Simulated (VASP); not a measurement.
# EuO (Fm-3m) in VASP: further runs

EuO is run at these levels: LDA+U; tasks: single point.

All numbers are computed with VASP 6.6.1; they aren't measurements. Logs are shortened: lines on timing, memory, paths and dates and some standing lists are left out, and cuts for length are marked.

### Step 1. The cell of the first run

The structure is cubic, space group Fm-3m (No. 225). The conventional cell has a = 5.144 Å, b = 5.144 Å, c = 5.144 Å, α = 90.00°, β = 90.00°, γ = 90.00°. Eu (site symmetry m-3m) has 6 O at 2.57 Å within 3.4 Å. Within 3.4 Å of O (site symmetry m-3m) lie 6 Eu at 2.57 Å.

### Step 2. Single point, LDA+U, collinear spin, antiferromagnetic start

Contents of INCAR:

```
SYSTEM = EuO
PREC = Accurate
ENCUT = 600
EDIFF = 1E-6
ISMEAR = 0
SIGMA = 0.05
LREAL = .FALSE.
LASPH = .TRUE.
NELM = 200
ALGO = Normal
ISIF = 2
LWAVE = .FALSE.
LCHARG = .FALSE.
ISPIN = 2
MAGMOM = 7 -7 0 0
LORBIT = 11
LMAXMIX = 6
LDAU = .TRUE.
LDAUTYPE = 2
LDAUL = 3 -1
LDAUU = 8 0
LDAUJ = 0 0
LDAUPRINT = 1
GGA = CA
NBANDS = 35
GGA_COMPAT = .FALSE.
```

Contents of KPOINTS:

```
regular mesh
0
G
  6 6 6
  0 0 0
```

Contents of POSCAR:

```
EuO
1.0
    0.0000000000      2.5719519700      2.5719519700
    2.5719519700      0.0000000000      2.5719519700
    5.1439039400      5.1439039400      0.0000000000
Eu O
2 2
Direct
    0.5000000000      0.5000000000      0.2500000000
    0.5000000000      0.5000000000      0.7500000000
    0.0000000000      0.0000000000      0.0000000000
    0.0000000000      0.0000000000      0.5000000000
```

Potentials or basis: VASP PAW PBE potentials, release 64 (Eu, O).

Started as:

```console
$ cat potpaw_PBE.64/Eu/POTCAR potpaw_PBE.64/O/POTCAR > POTCAR
$ mpirun -np 1 vasp_std > vasp.out
```

OUTCAR:

```text
SYSTEM = EuO
   PREC = Accurate
   ENCUT = 600
   EDIFF = 1E-6
   ISMEAR = 0
   LREAL = .FALSE.
   LASPH = .TRUE.
   NELM = 200
   ISIF = 2
   ISPIN = 2
   LORBIT = 11
   GGA = CA

 ion  position               nearest neighbor table
   1  0.500  0.500  0.250-   3 2.57   3 2.57   4 2.57   3 2.57   4 2.57   4 2.57
   2  0.500  0.500  0.750-   4 2.57   3 2.57   4 2.57   3 2.57   4 2.57   3 2.57
   3  0.000  0.000  0.000-   2 2.57   1 2.57   2 2.57   1 2.57   2 2.57   1 2.57
   4  0.000  0.000  0.500-   1 2.57   1 2.57   2 2.57   1 2.57   2 2.57   2 2.57

  LATTYP: Found a trigonal (rhomboedric) cell.
 ALAT       =     6.2999699694
 COS(alpha) =     0.8333333333

  Lattice vectors:

 A1 = (   5.1439039400,   2.5719519700,  -2.5719519700)
 A2 = (   2.5719519700,   2.5719519700,  -5.1439039400)
 A3 = (   2.5719519700,   5.1439039400,  -2.5719519700)

Analysis of symmetry for initial positions (statically):
=====================================================================
 Subroutine PRICEL returns following result:

  LATTYP: Found a face centered cubic cell.
 ALAT       =     5.1439039400
[... 12 lines left out ...]
 Subroutine GETGRP returns: Found 12 space group operations
 (whereof 12 operations were pure point group operations)
 out of a pool of 12 trial point group operations.

The static configuration has the point symmetry D_3d.

Analysis of symmetry for dynamics (positions and initial velocities):
=====================================================================
 Subroutine PRICEL returns following result:

  LATTYP: Found a face centered cubic cell.
 ALAT       =     5.1439039400
[... 12 lines left out ...]
 Subroutine GETGRP returns: Found 12 space group operations
 (whereof 12 operations were pure point group operations)
 out of a pool of 12 trial point group operations.

The dynamic configuration has the point symmetry D_3d.

Analysis of structural, dynamic, and magnetic symmetry:
=====================================================================
 Subroutine PRICEL returns following result:

  LATTYP: Found a face centered cubic cell.
 ALAT       =     5.1439039400
[... 12 lines left out ...]
 Subroutine GETGRP returns: Found 12 space group operations
 (whereof 12 operations were pure point group operations)
 out of a pool of 12 trial point group operations.

The overall configuration has the point symmetry D_3d.

 Subroutine INISYM returns: Found 12 space group operations
 (whereof 12 operations are pure point group operations),
 and found     2 'primitive' translations

----------------------------------------------------------------------------------------

                                     Primitive cell

  volume of cell :      34.0266

[... 173 lines left out ...]

atom =   2  type =  1  l = 3

 onsite density matrix

spin component  1

  0.0031 -0.0000  0.0014 -0.0000 -0.0000 -0.0000 -0.0000
 -0.0000  0.0002 -0.0000 -0.0000 -0.0000 -0.0000  0.0000
  0.0014 -0.0000  0.0024  0.0000  0.0000  0.0000  0.0000
 -0.0000 -0.0000  0.0000  0.0042  0.0000 -0.0000  0.0000
 -0.0000 -0.0000  0.0000  0.0000  0.0024 -0.0000 -0.0014
 -0.0000 -0.0000  0.0000 -0.0000 -0.0000  0.0013 -0.0000
 -0.0000  0.0000  0.0000  0.0000 -0.0014 -0.0000  0.0031

spin component  2

  0.9787 -0.0000  0.0006  0.0001  0.0000  0.0001 -0.0005
 -0.0000  0.9688 -0.0000 -0.0001 -0.0000  0.0000  0.0000
  0.0006 -0.0000  0.9784  0.0004 -0.0000  0.0003 -0.0000
  0.0001 -0.0001  0.0004  0.9792  0.0004  0.0000 -0.0001
  0.0000 -0.0000 -0.0000  0.0004  0.9784 -0.0003 -0.0006
  0.0001  0.0000  0.0003  0.0000 -0.0003  0.9779  0.0001
 -0.0005  0.0000 -0.0000 -0.0001 -0.0006  0.0001  0.9787

 occupancies and eigenvectors

  o =  0.0002  v =  0.0041  1.0000  0.0032  0.0052  0.0032  0.0000 -0.0041  0.0000  0.0000  0.0000  0.0000  0.0000  0.0000  0.0000      0.0000  0.0000  0.0000  0.0000  0.0000  0.0000  0.0000  0.0000  0.0000  0.0000  0.0000  0.0000  0.0000  0.0000
  o =  0.0012  v = -0.3536 -0.0000  0.4564 -0.0000 -0.4564 -0.5774 -0.3536  0.0000  0.0000  0.0000  0.0000  0.0000  0.0000  0.0000      0.0000  0.0000  0.0000  0.0000  0.0000  0.0000  0.0000  0.0000  0.0000  0.0000  0.0000  0.0000  0.0000  0.0000
  o =  0.0013  v = -0.1354 -0.0000  0.1592  0.0026 -0.4536  0.7879 -0.3602  0.0000  0.0000  0.0000  0.0000  0.0000  0.0000  0.0000      0.0000  0.0000  0.0000  0.0000  0.0000  0.0000  0.0000  0.0000  0.0000  0.0000  0.0000  0.0000  0.0000  0.0000
  o =  0.0013  v =  0.4813  0.0000 -0.6255  0.0095 -0.4592 -0.2139 -0.3469  0.0000  0.0000  0.0000  0.0000  0.0000  0.0000  0.0000      0.0000  0.0000  0.0000  0.0000  0.0000  0.0000  0.0000  0.0000  0.0000  0.0000  0.0000  0.0000  0.0000  0.0000
  o =  0.0042  v =  0.1044  0.0000  0.0932  0.6269 -0.4667  0.0063  0.6080  0.0000  0.0000  0.0000  0.0000  0.0000  0.0000  0.0000      0.0000  0.0000  0.0000  0.0000  0.0000  0.0000  0.0000  0.0000  0.0000  0.0000  0.0000  0.0000  0.0000  0.0000
  o =  0.0042  v = -0.6370 -0.0000 -0.4913  0.5231  0.1796 -0.0076 -0.2167  0.0000  0.0000  0.0000  0.0000  0.0000  0.0000  0.0000      0.0000  0.0000  0.0000  0.0000  0.0000  0.0000  0.0000  0.0000  0.0000  0.0000  0.0000  0.0000  0.0000  0.0000
  o =  0.0042  v = -0.4564  0.0091 -0.3535 -0.5773 -0.3535 -0.0000  0.4564  0.0000  0.0000  0.0000  0.0000  0.0000  0.0000  0.0000      0.0000  0.0000  0.0000  0.0000  0.0000  0.0000  0.0000  0.0000  0.0000  0.0000  0.0000  0.0000  0.0000  0.0000
  o =  0.9688  v =  0.0000  0.0000  0.0000  0.0000  0.0000  0.0000  0.0000 -0.0045 -1.0000 -0.0035 -0.0057 -0.0035  0.0000  0.0045      0.0000  0.0000  0.0000  0.0000  0.0000  0.0000  0.0000  0.0000  0.0000  0.0000  0.0000  0.0000  0.0000  0.0000
  o =  0.9776  v =  0.0000  0.0000  0.0000  0.0000  0.0000  0.0000  0.0000 -0.3536 -0.0000  0.4564  0.0000 -0.4564 -0.5774 -0.3536      0.0000  0.0000  0.0000  0.0000  0.0000  0.0000  0.0000  0.0000  0.0000  0.0000  0.0000  0.0000  0.0000  0.0000
  o =  0.9779  v =  0.0000  0.0000  0.0000  0.0000  0.0000  0.0000  0.0000 -0.2469  0.0000  0.6090 -0.3394  0.6152 -0.0202  0.2720      0.0000  0.0000  0.0000  0.0000  0.0000  0.0000  0.0000  0.0000  0.0000  0.0000  0.0000  0.0000  0.0000  0.0000
  o =  0.9779  v =  0.0000  0.0000  0.0000  0.0000  0.0000  0.0000  0.0000  0.4667  0.0000 -0.1301  0.0092  0.0967 -0.7423  0.4526      0.0000  0.0000  0.0000  0.0000  0.0000  0.0000  0.0000  0.0000  0.0000  0.0000  0.0000  0.0000  0.0000  0.0000
  o =  0.9791  v =  0.0000  0.0000  0.0000  0.0000  0.0000  0.0000  0.0000  0.5778 -0.0000  0.1634 -0.7038 -0.1732  0.1082 -0.3200      0.0000  0.0000  0.0000  0.0000  0.0000  0.0000  0.0000  0.0000  0.0000  0.0000  0.0000  0.0000  0.0000  0.0000
  o =  0.9791  v =  0.0000  0.0000  0.0000  0.0000  0.0000  0.0000  0.0000 -0.2323 -0.0000 -0.5021 -0.2367  0.4988 -0.3219 -0.5343      0.0000  0.0000  0.0000  0.0000  0.0000  0.0000  0.0000  0.0000  0.0000  0.0000  0.0000  0.0000  0.0000  0.0000
  o =  0.9799  v =  0.0000  0.0000  0.0000  0.0000  0.0000  0.0000  0.0000  0.4564 -0.0098  0.3535  0.5773  0.3535  0.0000 -0.4564      0.0000  0.0000  0.0000  0.0000  0.0000  0.0000  0.0000  0.0000  0.0000  0.0000  0.0000  0.0000  0.0000  0.0000

 number of electron      45.9999999 magnetization       0.0000000

 Free energy of the ion-electron system (eV)
  ---------------------------------------------------
  ext. energy  EPLUGINS =         0.00000000
  ---------------------------------------------------
  free energy    TOTEN  =       -43.77740989 eV

  energy without entropy =      -43.77740989  energy(sigma->0) =      -43.77740989

 E-fermi :   2.8059     XC(G=0): -11.2603

 val. band max:        2.5254385406   @ k =   0.0000   0.0000   0.0000
 cond. band min:       3.5021877453   @ k =   0.5000   0.0000   0.0000
 fundamental gap:      0.9767492047
 Fermi energy:         2.8059024364

 spin component 1

 k-point     1 :       0.0000    0.0000    0.0000
  band No.  band energies     occupation
      1     -35.8395      1.00000
      2     -33.0155      1.00000
      3     -16.2743      1.00000
      4     -14.6757      1.00000
      5     -14.6757      1.00000
      6     -14.0662      1.00000
[... 1817 lines left out ...]
     34      11.7998      0.00000
     35      12.1179      0.00000

 [... further k-points ...]

------------------------ aborting loop because EDIFF is reached ----------------------------------------

  FORCE on cell =-STRESS in cart. coord.  units (eV):
  Direction    XX          YY          ZZ          XY          YZ          ZX
  --------------------------------------------------------------------------------------
  -------------------------------------------------------------------------------------
  Total       -2.3711892     -2.3711892     -2.3711892      0.0396714     -0.0396714     -0.0396714
  in kB      -55.8249370    -55.8249370    -55.8249370      0.9339853     -0.9339853     -0.9339853
  external PRESSURE =     -55.8249370 kB  Pullay stress =       0.0000000 kB

 VOLUME and BASIS-vectors are now :
 -----------------------------------------------------------------------------
  energy-cutoff  :      600.00
  volume of cell :       68.05
      direct lattice vectors                 reciprocal lattice vectors
     0.000000000  2.571951970  2.571951970    -0.194404875  0.194404875  0.194404875
     2.571951970  0.000000000  2.571951970     0.194404875 -0.194404875  0.194404875
     5.143903940  5.143903940  0.000000000     0.097202437  0.097202437 -0.097202437

 POSITION                                       TOTAL-FORCE (eV/Angst)
 -----------------------------------------------------------------------------------
      2.57195      2.57195      2.57195         0.000000      0.000000     -0.000000
      5.14390      5.14390      2.57195        -0.000000     -0.000000      0.000000
      0.00000      0.00000      0.00000         0.000000     -0.000000      0.000000
      2.57195      2.57195      0.00000         0.000000     -0.000000      0.000000
 -----------------------------------------------------------------------------------
    total drift:                                0.000000      0.000000      0.000000

  FREE ENERGIE OF THE ION-ELECTRON SYSTEM (eV)
  ---------------------------------------------------
  free  energy   TOTEN  =       -43.7774098887 eV

  energy  without entropy=      -43.7774098887  energy(sigma->0) =      -43.77740989

 total charge

# of ion       s       p       d       f       tot
--------------------------------------------------
    1        2.026   5.747   0.293   6.848  14.914
    2        2.026   5.747   0.293   6.848  14.914
    3        1.538   3.382   0.000   0.000   4.920
    4        1.538   3.382   0.000   0.000   4.920
--------------------------------------------------
tot          7.128  18.257   0.586  13.696  39.667

 magnetization (x)

# of ion       s       p       d       f       tot
--------------------------------------------------
    1       -0.009  -0.089   0.036   6.816   6.755
    2        0.009   0.089  -0.036  -6.816  -6.755
    3        0.000   0.000   0.000   0.000   0.000
    4        0.000   0.000   0.000   0.000   0.000
--------------------------------------------------
tot          0.000   0.000   0.000  -0.000  -0.000
```

Run time: 4.6 min. Hardware: 1 thread of Oxide Virtual Turin-like, shared host; peak memory 0.27 GiB.

Results:

```yaml
Free_energy: -43.7774 eV
Pressure: -5.6 GPa
Band_gap_on_the_k_mesh: 0.98 eV
Net_moment: 0.00 μB per cell
Site_moments: Eu +6.75, -6.75; O +0.00 μB
Valence_electrons_inside_the_program's_atomic_spheres: Eu 14.91; O 4.92
```

Eigenvalues of the final occupation matrices:
```tsv
site	spin	trace	eigenvalues
site 1 f	1	6.84	0.97 0.98 0.98 0.98 0.98 0.98 0.98
site 1 f	2	0.02	0.00 0.00 0.00 0.00 0.00 0.00 0.00
site 2 f	1	0.02	0.00 0.00 0.00 0.00 0.00 0.00 0.00
site 2 f	2	6.84	0.97 0.98 0.98 0.98 0.98 0.98 0.98
```

Caveat: the cell stands under tension; the PAW data sets were made with another functional, which shifts forces and pressure a little; spin-orbit coupling is left out, which moves the levels of the heavy elements. The state reached can hang on the start; a lower one may exist.

### Step 3. Single point, LDA+U, collinear spin, antiferromagnetic start

Contents of INCAR:

```
SYSTEM = EuO
ALGO = Normal
EDIFF = 1E-6
ENCUT = 600
GGA = CA
GGA_COMPAT = .FALSE.
ISIF = 2
ISMEAR = 0
ISPIN = 2
LASPH = .TRUE.
LCHARG = .FALSE.
LDAU = .TRUE.
LDAUJ = 0 0
LDAUL = 3 -1
LDAUPRINT = 1
LDAUTYPE = 2
LDAUU = 8 0
LMAXMIX = 6
LORBIT = 11
LREAL = .FALSE.
LWAVE = .FALSE.
MAGMOM = 7.43 -7.43 0 0
NBANDS = 35
NELM = 200
PREC = Accurate
SIGMA = 0.05
```

Contents of KPOINTS:

```
k-points
0
G
  6 6 6
  0 0 0
```

POSCAR is that of step 2.

Potentials or basis: VASP PAW PBE potentials, release 64 (Eu, O).

Started as:

```console
$ cat potpaw_PBE.64/Eu/POTCAR potpaw_PBE.64/O/POTCAR > POTCAR
$ mpirun -np 1 vasp_std > vasp.out
```

Run time: 5 min. Hardware: 1 thread of Oxide Virtual Turin-like, shared host; peak memory 0.26 GiB.

It converged, with:

* Free energy: -43.7774 eV
* Pressure: -5.6 GPa
* Band gap on the k mesh: 0.98 eV
* Net moment: 0.00 μB per cell
* Site moments: Eu +6.75, -6.75; O +0.00 μB
* Valence electrons inside the program's atomic spheres: Eu 14.91; O 4.92

Stress tensor (GPa, compression positive):
```
-5.57  0.09 -0.09
 0.09 -5.57 -0.09
-0.09 -0.09 -5.57
```

Levels at points of the mesh, in eV from the valence-band top:
Spin up:
```tsv
k point	band 20	band 21	band 22	band 23	band 24	band 25	band 26	band 27
(0.00, 0.00, 0.00)	-0.30	-0.04	0.00	0.00	1.91	3.91	3.99	3.99
(0.50, 0.00, 0.00)	-0.39	-0.35	-0.17	-0.10	0.98	4.47	5.79	6.80
(0.00, 0.00, 0.50)	-0.30	-0.19	-0.13	-0.13	3.58	4.21	4.29	4.47
(0.50, 0.00, 0.50)	-0.42	-0.40	-0.28	-0.17	2.58	3.25	5.52	5.89
```
Spin down:
```tsv
k point	band 19	band 20	band 21	band 22	band 23	band 24	band 25	band 26	band 27	band 28
(0.00, 0.00, 0.00)	-0.42	-0.30	-0.04	0.00	0.00	1.91	3.91	3.99	3.99	4.62
(0.50, 0.00, 0.00)	-0.42	-0.39	-0.35	-0.17	-0.10	0.98	4.47	5.79	6.80	6.86
(0.00, 0.00, 0.50)	-0.44	-0.30	-0.19	-0.13	-0.13	3.58	4.21	4.29	4.47	4.85
(0.50, 0.00, 0.50)	-0.44	-0.42	-0.40	-0.28	-0.17	2.58	3.25	5.52	5.89	6.97
```

Eigenvalues of the final occupation matrices:
```tsv
site	spin	trace	eigenvalues
site 1 f	1	6.84	0.97 0.98 0.98 0.98 0.98 0.98 0.98
site 1 f	2	0.02	0.00 0.00 0.00 0.00 0.00 0.00 0.00
site 2 f	1	0.02	0.00 0.00 0.00 0.00 0.00 0.00 0.00
site 2 f	2	6.84	0.97 0.98 0.98 0.98 0.98 0.98 0.98
```

Caveat: the cell stands under tension; the PAW data sets were made with another functional, which shifts forces and pressure a little; spin-orbit coupling is left out, which moves the levels of the heavy elements. The state reached can hang on the start; a lower one may exist.

### Step 4. Single point, LDA+U, collinear spin, antiferromagnetic start

Contents of INCAR:

```
  ALGO = Normal
  EDIFF = 1E-6
  ENCUT = 600
  GGA = CA
  GGA_COMPAT = False
  ISIF = 2
  ISMEAR = 0
  ISPIN = 2
  LASPH = True
  LCHARG = True
  LDAU = True
  LDAUJ = 0 0
  LDAUL = 3 -1
  LDAUPRINT = 1
  LDAUTYPE = 2
  LDAUU = 8 0
  LELF = True
  LMAXMIX = 6
  LORBIT = 11
  LREAL = False
  LVHAR = True
  LWAVE = False
  MAGMOM = 7.43 -7.43 0 0
  NBANDS = 35
  NELM = 200
  PREC = Accurate
  SIGMA = 0.05
```

Contents of KPOINTS:

```
k-points
0
Gamma
  6 6 6
```

POSCAR is that of step 3.

Started as:

```console
$ cat potpaw_PBE.64/Eu/POTCAR potpaw_PBE.64/O/POTCAR > POTCAR
$ mpirun -np 1 vasp_std > vasp.out
```

Run time: 7.4 min. Hardware: 1 thread of Oxide Virtual Turin-like, shared host; peak memory 0.26 GiB.

The run converged. Its results:

| Property | Result |
| --- | --- |
| Free energy | -43.7774 eV |
| Pressure | -5.6 GPa |
| Band gap on the k mesh | 0.98 eV |
| Net moment | 0.00 μB per cell |
| Site moments | Eu +6.75, -6.75; O +0.00 μB |
| Valence electrons inside the program's atomic spheres | Eu 14.91; O 4.92 |

Stress tensor (GPa, compression positive):
```
-5.57  0.09 -0.09
 0.09 -5.57 -0.09
-0.09 -0.09 -5.57
```

Levels at points of the mesh, in eV from the valence-band top:
Spin up:
```csv
k point,band 20,band 21,band 22,band 23,band 24,band 25,band 26,band 27
"(0.00, 0.00, 0.00)",-0.30,-0.04,0.00,0.00,1.91,3.91,3.99,3.99
"(0.50, 0.00, 0.00)",-0.39,-0.35,-0.17,-0.10,0.98,4.47,5.79,6.80
"(0.00, 0.00, 0.50)",-0.30,-0.19,-0.13,-0.13,3.58,4.21,4.29,4.47
"(0.50, 0.00, 0.50)",-0.42,-0.40,-0.28,-0.17,2.58,3.25,5.52,5.89
```
Spin down:
```tsv
k point	band 19	band 20	band 21	band 22	band 23	band 24	band 25	band 26	band 27	band 28
(0.00, 0.00, 0.00)	-0.42	-0.30	-0.04	0.00	0.00	1.91	3.91	3.99	3.99	4.62
(0.50, 0.00, 0.00)	-0.42	-0.39	-0.35	-0.17	-0.10	0.98	4.47	5.79	6.80	6.86
(0.00, 0.00, 0.50)	-0.44	-0.30	-0.19	-0.13	-0.13	3.58	4.21	4.29	4.47	4.85
(0.50, 0.00, 0.50)	-0.44	-0.42	-0.40	-0.28	-0.17	2.58	3.25	5.52	5.89	6.97
```

Eigenvalues of the final occupation matrices:
```
    site  spin  trace                         eigenvalues
site 1 f     1   6.84  0.97 0.98 0.98 0.98 0.98 0.98 0.98
site 1 f     2   0.02  0.00 0.00 0.00 0.00 0.00 0.00 0.00
site 2 f     1   0.02  0.00 0.00 0.00 0.00 0.00 0.00 0.00
site 2 f     2   6.84  0.97 0.98 0.98 0.98 0.98 0.98 0.98
```

Caveat: the cell stands under tension; the PAW data sets were made with another functional, which shifts forces and pressure a little; spin-orbit coupling is left out, which moves the levels of the heavy elements. The state reached can hang on the start; a lower one may exist.
